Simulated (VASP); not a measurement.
# LiH (Fm-3m) in VASP: a series of runs

LiH is run at these levels: PBE+D3(BJ), PBE exchange alone; tasks: single point.

Everything below comes from runs of VASP 6.6.1. Logs are shortened: lines on timing, memory, paths and dates and some standing lists are left out, and cuts for length are marked.

### 1 The cell of the first run

Symmetry: Fm-3m, No. 225, cubic system. The conventional cell has a = 4.074 Å, b = 4.074 Å, c = 4.074 Å, α = 90.00°, β = 90.00°, γ = 90.00°. Within 2.7 Å of Li (site symmetry m-3m) lie 6 H at 2.04 Å. Within 2.7 Å of H (site symmetry m-3m) lie 6 Li at 2.04 Å.

### 2 Single point, PBE+D3(BJ)

The input, INCAR:

```
ALGO = Normal ; EDIFF = 1E-7
ENCUT = 520 ; GGA = PE
ISIF = 2 ; ISMEAR = 0
IVDW = 12 ; LASPH = T
LCHARG = F ; LREAL = F
LWAVE = F ; NBANDS = 9
NELM = 80 ; PREC = Accurate
SIGMA = 0.01
```

The input, KPOINTS:

```
k-points
0
Gamma
  11 11 11
```

The input, POSCAR:

```
LiH
1.0
    0.0000000000      2.0367500000      2.0367500000
    2.0367500000      0.0000000000      2.0367500000
    2.0367500000      2.0367500000      0.0000000000
Li H
1 1
Direct
    0.0000000000      0.0000000000      0.0000000000
    0.5000000000      0.5000000000      0.5000000000
```

Potentials or basis: VASP PAW PBE potentials, release 64 (Li_sv, H).

On the command line:

```sh
$ cat potpaw_PBE.64/Li_sv/POTCAR potpaw_PBE.64/H/POTCAR > POTCAR
$ mpirun -np 1 vasp_std > vasp.out
```

OUTCAR:

```text
EDIFF = 1E-7
   ENCUT = 520
   GGA = PE
   ISIF = 2
   ISMEAR = 0
   IVDW = 12
   LASPH = T
   LREAL = F
   NELM = 80
   PREC = Accurate
 IVDW          = 12

 ion  position               nearest neighbor table
   1  0.000  0.000  0.000-
   2  0.500  0.500  0.500-

  LATTYP: Found a face centered cubic cell.
 ALAT       =     4.0735000000

  Lattice vectors:

 A1 = (   0.0000000000,   2.0367500000,   2.0367500000)
 A2 = (   2.0367500000,   0.0000000000,   2.0367500000)
 A3 = (   2.0367500000,   2.0367500000,   0.0000000000)

Analysis of symmetry for initial positions (statically):
=====================================================================
 Subroutine PRICEL returns:
 Original cell was already a primitive cell.

 Routine SETGRP: Setting up the symmetry group for a
 face centered cubic supercell.

 Subroutine GETGRP returns: Found 48 space group operations
 (whereof 48 operations were pure point group operations)
 out of a pool of 48 trial point group operations.

The static configuration has the point symmetry O_h .

Analysis of symmetry for dynamics (positions and initial velocities):
=====================================================================
 Subroutine PRICEL returns:
 Original cell was already a primitive cell.

 Routine SETGRP: Setting up the symmetry group for a
 face centered cubic supercell.

 Subroutine GETGRP returns: Found 48 space group operations
 (whereof 48 operations were pure point group operations)
 out of a pool of 48 trial point group operations.

The dynamic configuration has the point symmetry O_h .

 Subroutine INISYM returns: Found 48 space group operations
 (whereof 48 operations are pure point group operations),
 and found     1 'primitive' translations

----------------------------------------------------------------------------------------

                                     Primitive cell

  volume of cell :      16.8983

  direct lattice vectors                    reciprocal lattice vectors
     0.000000000  2.036750000  2.036750000    -0.245489137  0.245489137  0.245489137
     2.036750000  0.000000000  2.036750000     0.245489137 -0.245489137  0.245489137
     2.036750000  2.036750000  0.000000000     0.245489137  0.245489137 -0.245489137

  length of vectors
     2.880399473  2.880399473  2.880399473     0.425199658  0.425199658  0.425199658

  position of ions in fractional coordinates (direct lattice)
     0.000000000  0.000000000  0.000000000
     0.500000000  0.500000000  0.500000000

  ion indices of the primitive-cell ions
   primitive index   ion index
                 1           1
                 2           2

----------------------------------------------------------------------------------------

 KPOINTS: k-points

Automatic generation of k-mesh.
 Grid dimensions read from file:
 generate k-points for:   11   11   11

 Generating k-lattice:

  Cartesian coordinates                     Fractional coordinates (reciprocal lattice)
    -0.022317194  0.022317194  0.022317194     0.090909091  0.000000000  0.000000000
     0.022317194 -0.022317194  0.022317194     0.000000000  0.090909091  0.000000000
     0.022317194  0.022317194 -0.022317194     0.000000000  0.000000000  0.090909091

  Length of vectors
     0.038654514  0.038654514  0.038654514

  Shift w.r.t. Gamma in fractional coordinates (k-lattice)
     0.000000000  0.000000000  0.000000000

 Subroutine IBZKPT returns following result:
 ===========================================

 Found     56 irreducible k-points:

 Following reciprocal coordinates:
            Coordinates               Weight
  0.000000  0.000000  0.000000      1.000000
  0.090909  0.000000  0.000000      8.000000
  0.181818  0.000000  0.000000      8.000000
  0.272727  0.000000  0.000000      8.000000
  0.363636  0.000000  0.000000      8.000000
  0.454545  0.000000  0.000000      8.000000
[... 16 lines left out ...]
 -0.272727  0.181818  0.000000     24.000000
 -0.181818  0.181818  0.000000     12.000000
 [... further k-points ...]
   k-points           NKPTS =     56   k-points in BZ     NKDIM =     56   number of bands    NBANDS=      9
   number of dos      NEDOS =    301   number of ions     NIONS =      2
   total plane-waves  NPLWV =  13824
   dimension x,y,z NGX =    24 NGY =   24 NGZ =   24
   dimension x,y,z NGXF=    48 NGYF=   48 NGZF=   48
   ions per type =               1   1
   NGX,Y,Z   is equivalent  to a cutoff of  13.85, 13.85, 13.85 a.u.
   NGXF,Y,Z  is equivalent  to a cutoff of  27.70, 27.70, 27.70 a.u.
 SYSTEM =  unknown system
   PREC   = accura    normal or accurate (medium, high low for compatibility)
   ISTART =      0    job   : 0-new  1-cont  2-samecut
   ICHARG =      2    charge: 1-file 2-atom 10-const
   ISPIN  =      1    spin polarized calculation?
   LNONCOLLINEAR =      F non collinear calculations
   LSORBIT =      F    spin-orbit coupling
   LASPH  =      T    aspherical Exc in radial PAW
   ENCUT  =  520.0 eV  38.22 Ry    6.18 a.u.   5.36  5.36  5.36*2*pi/ulx,y,z
   NELM   =     80;   NELMIN=  2; NELMDL= -5     # of ELM steps
   EDIFF  = 0.1E-06   stopping-criterion for ELM
   LREAL  =      F    real-space projection
   EDIFFG = 0.1E-05   stopping-criterion for IOM
   NSW    =      0    number of steps for IOM
   IBRION =     -1    ionic relax: 0-MD 1-quasi-New 2-CG
   NFREE  =      0    steps in history (QN), initial steepest desc. (CG)
   ISIF   =      2    stress and relaxation
   ISYM   =      2    0-nonsym 1-usesym 2-fastsym
   POTIM  = 0.5000    time-step for ionic-motion
   TEBEG  =    0.0;   TEEND  =   0.0 temperature during run
   PSTRESS=    0.0 pullay stress
   NELECT =       4.0000    total number of electrons
   NUPDOWN=      -1.0000    fix difference up-down
   EMIN   =  10.00;   EMAX   =-10.00  energy-range for DOS
   EFERMI =   0.00;   METHOD = LEGACY
   ISMEAR =     0;   SIGMA  =   0.01  broadening in eV -4-tet -1-fermi 0-gaus
   EFERMI_NEDOS =   21; number of points for ismear=-14 and -15
   IALGO  =     38    algorithm
   IMIX   =      4    mixing-type and parameters
     AMIX     =   0.40;   BMIX     =  1.00
     AMIX_MAG =   1.60;   BMIX_MAG =  1.00
  volume/ion in A,a.u.               =       8.45        57.02
  Fermi-wavevector in a.u.,A,eV,Ry     =   1.012699  1.913724 13.953585  1.025560
  Thomas-Fermi vector in A             =   2.145824
   LORBIT       =      0    0 simple, 1 ext, 2 COOP (PROOUT), +10 PAW based schemes
   GGA     = PE    functional components
   LHFCALC =     F    Hartree Fock is set to
   AEXX    =    0.0000 exact exchange contribution
   IVDW    =    12    specifies the selected vdW correction
   LEPSILON=     F    determine dielectric tensor
   LRPA    =     F    only Hartree local field effects (RPA)
 non-spin polarized calculation
 Gauss-broadening in eV      SIGMA  =   0.01
  energy-cutoff  :      520.00
  volume of cell :       16.90
 maximum number of plane-waves:       470
 NGX is ok and might be reduce to    24
   NGX = 11   NGY = 11   NGZ = 11

 number of electron       3.9999999 magnetization

 Free energy of the ion-electron system (eV)
  ---------------------------------------------------
  ext. energy  EPLUGINS =         0.00000000
  ---------------------------------------------------
  free energy    TOTEN  =        -6.12275352 eV

  energy without entropy =       -6.12275352  energy(sigma->0) =       -6.12275352

 E-fermi :  -0.0398     XC(G=0):  -8.3576

 val. band max:       -0.1681533668   @ k =  -0.4545   0.4545   0.0000
 cond. band min:       3.0310388113   @ k =  -0.4545   0.4545   0.0000
 fundamental gap:      3.1991921781
 Fermi energy:        -0.0397841782

 k-point     1 :       0.0000    0.0000    0.0000
  band No.  band energies     occupation
      1     -44.4686      2.00000
      2      -5.3791      2.00000
      3      15.3452      0.00000
      4      17.2764      0.00000
      5      17.2764      0.00000
      6      17.2764      0.00000
      7      21.9042      0.00000
      8      21.9042      0.00000
      9      21.9042      0.00000

 k-point     2 :       0.0909    0.0000    0.0000
  band No.  band energies     occupation
      1     -44.4655      2.00000
      2      -5.2355      2.00000
      3      14.2336      0.00000
      4      16.3898      0.00000
      5      16.9604      0.00000
      6      16.9604      0.00000
      7      21.3277      0.00000
      8      22.5867      0.00000
      9      22.5867      0.00000

 k-point     3 :       0.1818    0.0000    0.0000
  band No.  band energies     occupation
      1     -44.4574      2.00000
      2      -4.8137      2.00000
      3      11.5068      0.00000
      4      15.2191      0.00000
      5      16.4034      0.00000
      6      16.4034      0.00000
      7      21.9254      0.00000
      8      22.8467      0.00000
      9      22.8467      0.00000

 k-point     4 :       0.2727    0.0000    0.0000
  band No.  band energies     occupation
      1     -44.4466      2.00000
      2      -4.1489      2.00000
      3       8.6561      0.00000
      4      14.2465      0.00000
      5      16.0060      0.00000
      6      16.0060      0.00000
      7      20.9971      0.00000
      8      20.9972      0.00000
      9      23.1657      0.00000
[... 205 lines left out ...]
 k-point    22 :      -0.3636    0.1818    0.0000
  band No.  band energies     occupation
      1     -44.4274      2.00000
      2      -2.2985      2.00000
      3       5.4218      0.00000
      4       9.3292      0.00000
      5      14.2921      0.00000
      6      15.1381      0.00000
      7      21.7284      0.00000
      8      24.2057      0.00000
      9      26.1617      0.00000

 k-point    23 :      -0.2727    0.1818    0.0000
  band No.  band energies     occupation
      1     -44.4340      2.00000
      2      -3.0871      2.00000
      3       7.2938      0.00000
      4       9.4525      0.00000
      5      15.2462      0.00000
      6      15.5713      0.00000
      7      21.2533      0.00000
      8      24.0801      0.00000
      9      25.3143      0.00000

 k-point    24 :      -0.1818    0.1818    0.0000
  band No.  band energies     occupation
      1     -44.4430      2.00000
      2      -3.8864      2.00000
      3       9.8103      0.00000
      4       9.9956      0.00000
      5      15.5589      0.00000
      6      17.0321      0.00000
      7      20.8240      0.00000
      8      22.6741      0.00000
      9      24.2978      0.00000

 [... further k-points ...]

------------------------ aborting loop because EDIFF is reached ----------------------------------------

 Edisp (eV)   -0.31576

 E8    (eV) :    -0.1157

  FORCE on cell =-STRESS in cart. coord.  units (eV):
  Direction    XX          YY          ZZ          XY          YZ          ZX
  --------------------------------------------------------------------------------------
  -------------------------------------------------------------------------------------
  Total      -0.52099    -0.52099    -0.52099     0.00000     0.00000    -0.00000
  in kB     -49.39667   -49.39667   -49.39667     0.00000     0.00000    -0.00000
  external pressure =      -49.40 kB  Pullay stress =        0.00 kB

 VOLUME and BASIS-vectors are now :
 -----------------------------------------------------------------------------
  energy-cutoff  :      520.00
  volume of cell :       16.90
      direct lattice vectors                 reciprocal lattice vectors
     0.000000000  2.036750000  2.036750000    -0.245489137  0.245489137  0.245489137
     2.036750000  0.000000000  2.036750000     0.245489137 -0.245489137  0.245489137
     2.036750000  2.036750000  0.000000000     0.245489137  0.245489137 -0.245489137

 POSITION                                       TOTAL-FORCE (eV/Angst)
 -----------------------------------------------------------------------------------
      0.00000      0.00000      0.00000        -0.000000      0.000000     -0.000000
      2.03675      2.03675      2.03675         0.000000      0.000000      0.000000
 -----------------------------------------------------------------------------------
    total drift:                                0.000000     -0.000000     -0.000000

  FREE ENERGIE OF THE ION-ELECTRON SYSTEM (eV)
  ---------------------------------------------------
  free  energy   TOTEN  =        -6.4385152482 eV

  energy  without entropy=       -6.4385152482  energy(sigma->0) =       -6.43851525
```

Run time: 11 s. Hardware: 1 thread of AMD EPYC 9R14 (Zen 4), shared host; peak memory 0.11 GiB.

Results:

```
Free energy                : -6.4385 eV
Band gap on the k mesh     : 3.20 eV, direct
Dispersion energy per atom : -0.158 eV
```

Caveat: the cutoff is under 1.25 times the usual one of these potentials, so pressure, stress and relaxed cells hold a basis-set (Pulay) error. A k mesh can miss the band edges.

(Continued in part 2 of 2.)
